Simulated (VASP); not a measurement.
Input of a VASP 6.6.1 run:

File INCAR:

```
PREC = Accurate
ENCUT = 520
EDIFF = 1E-6
ISMEAR = -1
SIGMA = 0.05
LREAL = F
LASPH = T
NELM = 80
ALGO = Normal
ISIF = 2
LWAVE = F
LCHARG = T
GGA = PE
LELF = T
LVHAR = T
NBANDS = 20
```

File KPOINTS:

```
Automatic mesh
0
Gamma
  9 9 4
```

Contents of POSCAR:

```
WS2
1.0
    3.0506631800      0.0000000000      0.0000000000
    0.0000000000      3.0506631800      0.0000000000
    0.0000000000      0.0000000000      6.3241450900
W S
1 2
Direct
   -0.0100880000      0.0207540000      0.0037930000
    0.4999670000      0.4911790000      0.2797340000
    0.5134720000      0.5063680000      0.7107530000
```

Potentials or basis: VASP PAW PBE potentials, release 64 (W_sv, S).

The run is started by

```console
$ cat potpaw_PBE.64/W_sv/POTCAR potpaw_PBE.64/S/POTCAR > POTCAR
$ mpirun -np 1 vasp_std > vasp.out
```

(1) What does it give for the band gap on the k mesh?

(2) Estimate the largest force.

Results:

(1) zero (band 13 reaches 6.78 eV, above the bottom of band 14 at 5.78 eV).

(2) 4.423 eV/Å.

Caveat: the cell differs from its parent crystal (atoms moved at random); spin-orbit coupling is left out, which moves the levels of the heavy elements; forces of over 1 eV/Å act on the atoms, so gaps and moduli don't describe the material at rest.
